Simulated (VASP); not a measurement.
# TaMo3 (P6_3/mmc) in VASP: further runs

Runs on TaMo3. Level: PBE. Tasks: single point, relaxation of cell and atoms.

All numbers are computed with VASP 6.6.1; they aren't measurements. Logs are shortened: lines on timing, memory, paths and dates and some standing lists are left out, and cuts for length are marked.

## (1) The cell of the first run

Symmetry: P6_3/mmc, No. 194, hexagonal system. Conventional cell: a = 6.510 Å, b = 6.510 Å, c = 5.093 Å, α = 90.00°, β = 90.00°, γ = 120.00°. Within 4.2 Å of Ta (site symmetry -6m2) lie 12 Mo at 3.19 to 3.26 Å. Within 4.1 Å of Mo (site symmetry mm2) lie 8 Mo at 3.14 to 3.31 Å and 4 Ta at 3.19 to 3.26 Å.

The cell was built from a structure type or drawn by symmetry, and may not be a known phase.

## (2) Single point, PBE

Input file INCAR:

```
PREC = Accurate
ENCUT = 520
EDIFF = 1E-6
ISMEAR = 0
SIGMA = 0.1
LREAL = False
LASPH = True
NELM = 100
ALGO = Fast
ISIF = 2
LWAVE = False
LCHARG = False
GGA = PE
NBANDS = 63
```

Input file KPOINTS:

```
regular mesh
0
Gamma
  3 3 4
```

Input file POSCAR:

```
TaMo3
1.0
    6.5100904400      0.0000000000      0.0000000000
   -3.2550452200      5.6379037000      0.0000000000
    0.0000000000      0.0000000000      5.0929648400
Ta Mo
2 6
Direct
    0.6666666700      0.3333333300      0.2500000000
    0.3333333300      0.6666666700      0.7500000000
    0.3272063400      0.1636031700      0.7500000000
    0.8363968300      0.1636031700      0.7500000000
    0.8363968300      0.6727936600      0.7500000000
    0.6727936600      0.8363968300      0.2500000000
    0.1636031700      0.8363968300      0.2500000000
    0.1636031700      0.3272063400      0.2500000000
```

Potentials or basis: VASP PAW PBE potentials, release 64 (Ta_pv, Mo_sv).

Started as:

```bash
$ cat potpaw_PBE.64/Ta_pv/POTCAR potpaw_PBE.64/Mo_sv/POTCAR > POTCAR
$ mpirun -np 1 vasp_std > vasp.out
```

OUTCAR:

```text
PREC = Accurate
   ENCUT = 520
   EDIFF = 1E-6
   ISMEAR = 0
   LREAL = False
   LASPH = True
   NELM = 100
   ISIF = 2
   GGA = PE

 ion  position               nearest neighbor table
   1  0.667  0.333  0.250-   4 3.19   4 3.19   5 3.19   5 3.19   3 3.19   3 3.19   6 3.26   8 3.26
                             7 3.26   7 3.26   6 3.26   8 3.26
   2  0.333  0.667  0.750-   7 3.19   7 3.19   8 3.19   8 3.19   6 3.19   6 3.19   3 3.26   5 3.26
                             4 3.26   4 3.26   3 3.26   5 3.26
   3  0.327  0.164  0.750-   7 3.14   7 3.14   8 3.14   8 3.14   1 3.19   1 3.19   5 3.20   4 3.20
                             2 3.26   2 3.26   5 3.31   4 3.31
   4  0.836  0.164  0.750-   6 3.14   6 3.14   8 3.14   8 3.14   1 3.19   1 3.19   5 3.20   3 3.20
                             2 3.26   2 3.26   5 3.31   3 3.31
   5  0.836  0.673  0.750-   6 3.14   7 3.14   6 3.14   7 3.14   1 3.19   1 3.19   3 3.20   4 3.20
                             2 3.26   2 3.26   4 3.31   3 3.31
   6  0.673  0.836  0.250-   4 3.14   4 3.14   5 3.14   5 3.14   2 3.19   2 3.19   8 3.20   7 3.20
                             1 3.26   1 3.26   8 3.31   7 3.31
   7  0.164  0.836  0.250-   3 3.14   3 3.14   5 3.14   5 3.14   2 3.19   2 3.19   8 3.20   6 3.20
                             1 3.26   1 3.26   8 3.31   6 3.31
   8  0.164  0.327  0.250-   3 3.14   3 3.14   4 3.14   4 3.14   2 3.19   2 3.19   7 3.20   6 3.20
                             1 3.26   1 3.26   6 3.31   7 3.31

  LATTYP: Found a hexagonal cell.
 ALAT       =     6.5100904400
 C/A-ratio  =     0.7823186002

  Lattice vectors:

 A1 = (   6.5100904400,   0.0000000000,   0.0000000000)
 A2 = (  -3.2550452200,   5.6379037000,   0.0000000000)
 A3 = (   0.0000000000,   0.0000000000,   5.0929648400)

Analysis of symmetry for initial positions (statically):
=====================================================================
 Subroutine PRICEL returns:
 Original cell was already a primitive cell.

 Routine SETGRP: Setting up the symmetry group for a
 hexagonal supercell.

 Subroutine GETGRP returns: Found 24 space group operations
 (whereof 12 operations were pure point group operations)
 out of a pool of 24 trial point group operations.

The static configuration has the point symmetry D_3d.
 The point group associated with its full space group is D_6h.

Analysis of symmetry for dynamics (positions and initial velocities):
=====================================================================
 Subroutine PRICEL returns:
 Original cell was already a primitive cell.

 Routine SETGRP: Setting up the symmetry group for a
 hexagonal supercell.

 Subroutine GETGRP returns: Found 24 space group operations
 (whereof 12 operations were pure point group operations)
 out of a pool of 24 trial point group operations.

The dynamic configuration has the point symmetry D_3d.
 The point group associated with its full space group is D_6h.

 Subroutine INISYM returns: Found 24 space group operations
 (whereof 12 operations are pure point group operations),
 and found     1 'primitive' translations

----------------------------------------------------------------------------------------

                                     Primitive cell

  volume of cell :     186.9284

  direct lattice vectors                    reciprocal lattice vectors
     6.510090440  0.000000000  0.000000000     0.153607697  0.088685445  0.000000000
    -3.255045220  5.637903700  0.000000000     0.000000000  0.177370891  0.000000000
     0.000000000  0.000000000  5.092964840     0.000000000  0.000000000  0.196349284

  length of vectors
     6.510090440  6.510090438  5.092964840     0.177370890  0.177370891  0.196349284

  position of ions in fractional coordinates (direct lattice)
     0.666666670  0.333333330  0.250000000
     0.333333330  0.666666670  0.750000000
     0.327206340  0.163603170  0.750000000
     0.836396830  0.163603170  0.750000000
     0.836396830  0.672793660  0.750000000
     0.672793660  0.836396830  0.250000000
     0.163603170  0.836396830  0.250000000
     0.163603170  0.327206340  0.250000000

  ion indices of the primitive-cell ions
   primitive index   ion index
                 1           1
                 2           2
                 3           3
                 4           4
                 5           5
                 6           6
                 7           7
                 8           8

----------------------------------------------------------------------------------------

 KPOINTS: regular mesh

Automatic generation of k-mesh.
 Grid dimensions read from file:
 generate k-points for:    3    3    4

 Generating k-lattice:

  Cartesian coordinates                     Fractional coordinates (reciprocal lattice)
     0.051202566  0.029561815  0.000000000     0.333333333 -0.000000000  0.000000000
     0.000000000  0.059123630  0.000000000     0.000000000  0.333333333  0.000000000
     0.000000000  0.000000000  0.049087321     0.000000000  0.000000000  0.250000000

  Length of vectors
     0.059123630  0.059123630  0.049087321

  Shift w.r.t. Gamma in fractional coordinates (k-lattice)
     0.000000000  0.000000000  0.000000000

 Subroutine IBZKPT returns following result:
 ===========================================

 Found      9 irreducible k-points:

 Following reciprocal coordinates:
            Coordinates               Weight
  0.000000  0.000000  0.000000      1.000000
  0.333333  0.000000  0.000000      6.000000
  0.333333  0.333333  0.000000      2.000000
  0.000000  0.000000  0.250000      2.000000
  0.333333  0.000000  0.250000     12.000000
  0.333333  0.333333  0.250000      4.000000
  0.000000  0.000000  0.500000      1.000000
  0.333333  0.000000  0.500000      6.000000
  0.333333  0.333333  0.500000      2.000000
   k-points           NKPTS =      9   k-points in BZ     NKDIM =      9   number of bands    NBANDS=     63
   number of dos      NEDOS =    301   number of ions     NIONS =      8
   total plane-waves  NPLWV =  92160
   dimension x,y,z NGX =    48 NGY =   48 NGZ =   40
   dimension x,y,z NGXF=    96 NGYF=   96 NGZF=   80
   ions per type =               2   6
   NGX,Y,Z   is equivalent  to a cutoff of  12.26, 12.26, 13.06 a.u.
   NGXF,Y,Z  is equivalent  to a cutoff of  24.52, 24.52, 26.11 a.u.
 SYSTEM =  unknown system
   PREC   = accura    normal or accurate (medium, high low for compatibility)
   ISTART =      0    job   : 0-new  1-cont  2-samecut
   ICHARG =      2    charge: 1-file 2-atom 10-const
   ISPIN  =      1    spin polarized calculation?
   LNONCOLLINEAR =      F non collinear calculations
   LSORBIT =      F    spin-orbit coupling
   LASPH  =      T    aspherical Exc in radial PAW
   ENCUT  =  520.0 eV  38.22 Ry    6.18 a.u.  12.10 12.10  9.47*2*pi/ulx,y,z
   NELM   =    100;   NELMIN=  2; NELMDL= -5     # of ELM steps
   EDIFF  = 0.1E-05   stopping-criterion for ELM
   LREAL  =      F    real-space projection
   EDIFFG = 0.1E-04   stopping-criterion for IOM
   NSW    =      0    number of steps for IOM
   IBRION =     -1    ionic relax: 0-MD 1-quasi-New 2-CG
   NFREE  =      0    steps in history (QN), initial steepest desc. (CG)
   ISIF   =      2    stress and relaxation
   ISYM   =      2    0-nonsym 1-usesym 2-fastsym
   POTIM  = 0.5000    time-step for ionic-motion
   TEBEG  =    0.0;   TEEND  =   0.0 temperature during run
   PSTRESS=    0.0 pullay stress
   NELECT =     106.0000    total number of electrons
   NUPDOWN=      -1.0000    fix difference up-down
   EMIN   =  10.00;   EMAX   =-10.00  energy-range for DOS
   EFERMI =   0.00;   METHOD = LEGACY
   ISMEAR =     0;   SIGMA  =   0.10  broadening in eV -4-tet -1-fermi 0-gaus
   EFERMI_NEDOS =   21; number of points for ismear=-14 and -15
   IALGO  =     68    algorithm
   IMIX   =      4    mixing-type and parameters
     AMIX     =   0.40;   BMIX     =  1.00
     AMIX_MAG =   1.60;   BMIX_MAG =  1.00
  volume/ion in A,a.u.               =      23.37       157.68
  Fermi-wavevector in a.u.,A,eV,Ry     =   1.355039  2.560652 24.982060  1.836130
  Thomas-Fermi vector in A             =   2.482160
   LORBIT       =      0    0 simple, 1 ext, 2 COOP (PROOUT), +10 PAW based schemes
   GGA     = PE    functional components
   LHFCALC =     F    Hartree Fock is set to
   AEXX    =    0.0000 exact exchange contribution
   IVDW    =     0    specifies the selected vdW correction
   LEPSILON=     F    determine dielectric tensor
   LRPA    =     F    only Hartree local field effects (RPA)
 non-spin polarized calculation
 RMM-DIIS sequential band-by-band and
 Gauss-broadening in eV      SIGMA  =   0.10
  energy-cutoff  :      520.00
  volume of cell :      186.93
 maximum number of plane-waves:      5055
   NGX = 25   NGY = 25   NGZ = 19

 number of electron     106.0000000 magnetization

 Free energy of the ion-electron system (eV)
  ---------------------------------------------------
  ext. energy  EPLUGINS =         0.00000000
  ---------------------------------------------------
  free energy    TOTEN  =       -77.34015927 eV

  energy without entropy =      -77.19508033  energy(sigma->0) =      -77.26761980

 E-fermi :   6.1655     XC(G=0): -11.2677

 val. band max:        6.1482660320   @ k =   0.3333   0.0000   0.2500
 cond. band min:       6.1734393328   @ k =   0.3333   0.0000   0.5000
 fundamental gap:      0.0251733008
 Fermi energy:         6.1655062098

 k-point     1 :       0.0000    0.0000    0.0000
  band No.  band energies     occupation
      1     -54.7701      2.00000
      2     -54.7421      2.00000
      3     -54.7421      2.00000
      4     -54.7322      2.00000
      5     -54.7234      2.00000
      6     -54.7234      2.00000
[... 55 lines left out ...]
     62       8.2932      0.00000
     63       8.7052      0.00000

 k-point     2 :       0.3333    0.0000    0.0000
  band No.  band energies     occupation
      1     -54.7659      2.00000
      2     -54.7465      2.00000
      3     -54.7421      2.00000
      4     -54.7305      2.00000
      5     -54.7249      2.00000
      6     -54.7233      2.00000
[... 517 lines left out ...]
     62       6.9618      0.00000
     63       8.2141      0.00000

------------------------ aborting loop because EDIFF is reached ----------------------------------------

  FORCE on cell =-STRESS in cart. coord.  units (eV):
  Direction    XX          YY          ZZ          XY          YZ          ZX
  --------------------------------------------------------------------------------------
  -------------------------------------------------------------------------------------
  Total      -43.3483385    -43.3483384    -40.7824732      0.0000000     -0.0000000      0.0000000
  in kB     -371.5418034   -371.5418031   -349.5495828      0.0000000     -0.0000000      0.0000000
  external PRESSURE =    -364.2110631 kB  Pullay stress =       0.0000000 kB

 VOLUME and BASIS-vectors are now :
 -----------------------------------------------------------------------------
  energy-cutoff  :      520.00
  volume of cell :      186.93
      direct lattice vectors                 reciprocal lattice vectors
     6.510090440  0.000000000  0.000000000     0.153607697  0.088685445  0.000000000
    -3.255045220  5.637903700  0.000000000     0.000000000  0.177370891  0.000000000
     0.000000000  0.000000000  5.092964840     0.000000000  0.000000000  0.196349284

 POSITION                                       TOTAL-FORCE (eV/Angst)
 -----------------------------------------------------------------------------------
      3.25505      1.87930      1.27324        -0.000000      0.000000     -0.000000
     -0.00000      3.75860      3.81972        -0.000000      0.000000     -0.000000
      1.59761      0.92238      3.81972        -0.135816     -0.078413     -0.000000
      4.91248      0.92238      3.81972         0.135816     -0.078413     -0.000000
      3.25505      3.79315      3.81972         0.000000      0.156827     -0.000000
      1.65744      4.71552      1.27324         0.135816      0.078413      0.000000
     -1.65744      4.71552      1.27324        -0.135816      0.078413      0.000000
      0.00000      1.84476      1.27324         0.000000     -0.156827     -0.000000
 -----------------------------------------------------------------------------------
    total drift:                               -0.000064      0.000037     -0.000000

  FREE ENERGIE OF THE ION-ELECTRON SYSTEM (eV)
  ---------------------------------------------------
  free  energy   TOTEN  =       -77.3401592670 eV

  energy  without entropy=      -77.1950803346  energy(sigma->0) =      -77.26761980
```

Wall time 1.9 min (1 thread of Intel Xeon Platinum 8488C (Sapphire Rapids), shared host); peak memory 0.32 GiB.

Results:

```yaml
Free_energy: -77.3402 eV
Pressure: -36.4 GPa
Largest_force: 0.157 eV/Å
Band_gap_on_the_k_mesh: zero (bands 53 and 54 overlap by 1.33 eV)
```

Forces in eV/Å, atoms in the order of the input:
```
Ta   0.000  0.000  0.000
Ta   0.000  0.000  0.000
Mo  -0.136 -0.078  0.000
Mo   0.136 -0.078  0.000
Mo   0.000  0.157  0.000
Mo   0.136  0.078  0.000
Mo  -0.136  0.078  0.000
Mo   0.000 -0.157  0.000
```

Stress tensor (GPa, compression positive):
```
-37.15   0.00   0.00
  0.00 -37.15   0.00
  0.00   0.00 -34.95
```

Caveat: the k points lie up to 0.37 Å⁻¹ apart, too coarse for converged energies and pressures of a metal; spin-orbit coupling is left out, which moves the levels of the heavy elements.

## (3) Single point, PBE

This run uses another cell than the first one, of 16.72 Å³/atom.

Input file INCAR:

```
SYSTEM = TaMo3
PREC = Accurate
ENCUT = 520
EDIFF = 1E-7
ISMEAR = 0
SIGMA = 0.1
LREAL = .FALSE.
LASPH = .TRUE.
NELM = 100
ALGO = Normal
ISIF = 2
LWAVE = .FALSE.
LCHARG = .FALSE.
GGA = PE
NBANDS = 63
```

Input file KPOINTS:

```
regular mesh
0
G
  3 3 4
  0 0 0
```

Input file POSCAR:

```
TaMo3
1.0
    5.5579602415      0.0000000000      0.0000000000
   -2.7789801207      4.8133347623      0.0000000000
    0.0000000000      0.0000000000      4.9993952372
Ta Mo
2 6
Direct
    0.6666666667      0.3333333333      0.2500000000
    0.3333333333      0.6666666667      0.7500000000
    0.3304870294      0.1652435147      0.7500000000
    0.8347564853      0.1652435147      0.7500000000
    0.8347564853      0.6695129706      0.7500000000
    0.6695129706      0.8347564853      0.2500000000
    0.1652435147      0.8347564853      0.2500000000
    0.1652435147      0.3304870294      0.2500000000
```

Potentials or basis: VASP PAW PBE potentials, release 64 (Ta_pv, Mo_sv).

Started as:

```bash
$ cat potpaw_PBE.64/Ta_pv/POTCAR potpaw_PBE.64/Mo_sv/POTCAR > POTCAR
$ mpirun -np 1 vasp_std > vasp.out
```

Run time: 68 s. Hardware: 1 thread of Intel Xeon Platinum 8488C (Sapphire Rapids), shared host; peak memory 0.27 GiB.

The run converged. Its results:

```yaml
Free_energy: -86.1973 eV
Pressure: 0.6 GPa
Band_gap_on_the_k_mesh: zero (bands 53 and 54 overlap by 2.46 eV)
```

Stress tensor (GPa, compression positive):
```
0.67 0.00 0.00
0.00 0.67 0.00
0.00 0.00 0.46
```

Levels at points of the mesh, in eV from the Fermi level:
| k point | band 51 | band 52 | band 53 | band 54 | band 55 | band 56 |
| --- | --- | --- | --- | --- | --- | --- |
| (0.00, 0.00, 0.00) | -0.27 | -0.27 | -0.09 | 0.09 | 0.09 | 0.14 |
| (0.00, 0.00, 0.50) | 1.20 | 1.20 | 1.50 | 1.50 | 1.50 | 1.50 |

Caveat: the k points lie up to 0.44 Å⁻¹ apart, too coarse for converged energies and pressures of a metal; spin-orbit coupling is left out, which moves the levels of the heavy elements.

## (4) Single point, PBE

This run uses another cell than the first one, of 16.77 Å³/atom.

Input file INCAR:

```
SYSTEM = TaMo3
ALGO = Fast ; EDIFF = 1E-6
ENCUT = 520 ; GGA = PE
ISIF = 2 ; ISMEAR = 0
LASPH = .True. ; LCHARG = .False.
LREAL = .False. ; LWAVE = .False.
NBANDS = 63 ; NELM = 80
PREC = Accurate ; SIGMA = 0.1
```

Input file KPOINTS:

```
k-points
0
Gamma
  6 6 4
  0 0 0
```

Input file POSCAR:

```
TaMo3
1.0
    5.5507031820      0.0000000000      0.0000000000
   -2.7753515910      4.8070499645      0.0000000000
    0.0000000000      0.0000000000      5.0280380749
Ta Mo
2 6
Direct
    0.6666666667      0.3333333333      0.2500000000
    0.3333333333      0.6666666667      0.7500000000
    0.3317966719      0.1658983360      0.7500000000
    0.8341016640      0.1658983360      0.7500000000
    0.8341016640      0.6682033281      0.7500000000
    0.6682033281      0.8341016640      0.2500000000
    0.1658983360      0.8341016640      0.2500000000
    0.1658983360      0.3317966719      0.2500000000
```

Started as:

```bash
$ cat potpaw_PBE.64/Ta_pv/POTCAR potpaw_PBE.64/Mo_sv/POTCAR > POTCAR
$ mpirun -np 1 vasp_std > vasp.out
```

Wall time 2.7 min (1 thread of Intel Xeon Platinum 8488C (Sapphire Rapids), shared host); peak memory 0.32 GiB.

The run converged. Its results:

* Free energy: -86.3595 eV
* Pressure: 0.2 GPa
* Largest force: 0.019 eV/Å
* Band gap on the k mesh: zero (bands 53 and 54 overlap by 2.44 eV)

Forces in eV/Å, atoms in the order of the input:
```
Ta   0.000  0.000  0.000
Ta   0.000  0.000  0.000
Mo   0.016  0.009  0.000
Mo  -0.016  0.009  0.000
Mo   0.000 -0.019  0.000
Mo  -0.016 -0.009  0.000
Mo   0.016 -0.009  0.000
Mo   0.000  0.019  0.000
```

Levels at points of the mesh, in eV from the Fermi level:
```tsv
k point	band 52	band 53	band 54	band 55	band 56	band 57
(0.00, 0.00, 0.00)	-0.27	-0.07	0.10	0.11	0.11	0.18
(0.50, 0.00, 0.00)	-0.40	-0.26	-0.23	0.08	0.20	0.44
(0.00, 0.00, 0.50)	1.22	1.50	1.50	1.50	1.50	1.73
(0.50, 0.00, 0.50)	-0.83	-0.53	-0.53	0.41	0.41	0.73
```

Caveat: spin-orbit coupling is left out, which moves the levels of the heavy elements.

(Part 1 of 2 ends here.)
